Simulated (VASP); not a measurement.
Here is a VASP 6.6.1 calculation.

INCAR

```
SYSTEM = Ta
PREC     = Accurate       ! precision mode
ENCUT    = 520            ! plane-wave cutoff, eV
EDIFF    = 1E-6           ! SCF threshold, eV
ISMEAR   = 0              ! smearing method
SIGMA    = 0.1            ! smearing width, eV
LREAL    = .False.        ! projectors in reciprocal space
LASPH    = .True.         ! aspherical terms in the spheres
NELM     = 60             ! most SCF steps
ALGO     = Normal         ! electronic algorithm
ISIF     = 2              ! what is computed and relaxed
LWAVE    = .False.        ! write WAVECAR
LCHARG   = .False.        ! write CHGCAR
LDIPOL   = .True.       
IDIPOL   = 3            
DIPOL    = 0.5 0.5 0.315
GGA      = PE             ! functional
NBANDS   = 42             ! bands
```

File KPOINTS:

```
Automatic mesh
0
Gamma
  6 6 1
  0 0 0
```

Contents of POSCAR:

```
Ta
1.0
    4.6937283335      0.0000000000      0.0000000000
   -2.3468641668      4.0648879753      0.0000000000
    0.0000000000      0.0000000000     19.9881921019
Ta
6
Direct
    0.6666666667      0.3333333333      0.2001181487
    0.3333333333      0.6666666667      0.2480516126
    0.0000000000      0.0000000000      0.2959850765
    0.6666666667      0.3333333333      0.3401842457
    0.3333333333      0.6666666667      0.3819724419
    0.0000000000      0.0000000000      0.4246603224
```

Potentials or basis: VASP PAW PBE potentials, release 64 (Ta_pv).

Launch:

```bash
$ cat potpaw_PBE.64/Ta_pv/POTCAR > POTCAR
$ mpirun -np 1 vasp_std > vasp.out
```

(1) Estimate the largest force.

## Answers

(1) 1.910 eV/Å.
